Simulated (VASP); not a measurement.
The system is Co.

```
CELL_PARAMETERS angstrom
-1.80100 -1.80100 -3.60200
1.80100 -1.80100 0.00000
-1.80100 -1.80100 0.00000
ATOMIC_POSITIONS crystal
Co 0.00000 0.00000 0.00000
Co 0.50000 0.50000 0.00000
```

Base run:

```yaml
Program: VASP 6.6.1
Functional: PBE
Potentials_or_basis: VASP PAW PBE potentials, release 64 (Co)
Cutoff: 520 eV
k_mesh: 7 × 10 × 13
Occupations: fermi-dirac, width 0.05 eV
Spin: collinear spin, ferromagnetic start
Starting_moments: "[3.0, 3.0] μB"
Hubbard_terms: Co d U = 2.6 eV
```

Its results: pressure -7.0 GPa; net moment 3.64 μB per cell; site moments Co +1.88 μB.

Question: The run is repeated on the same cell with these changes: spin from collinear spin, ferromagnetic start to collinear spin, antiferromagnetic start; moments at the start from [3.0, 3.0] to [3.0, -3.0]. What comes out?

Answer: Pressure -0.1 GPa; net moment 0.00 μB per cell; site moments Co +1.90, -1.90 μB.

Caveats: the U is typed as a test and isn't derived for this compound.
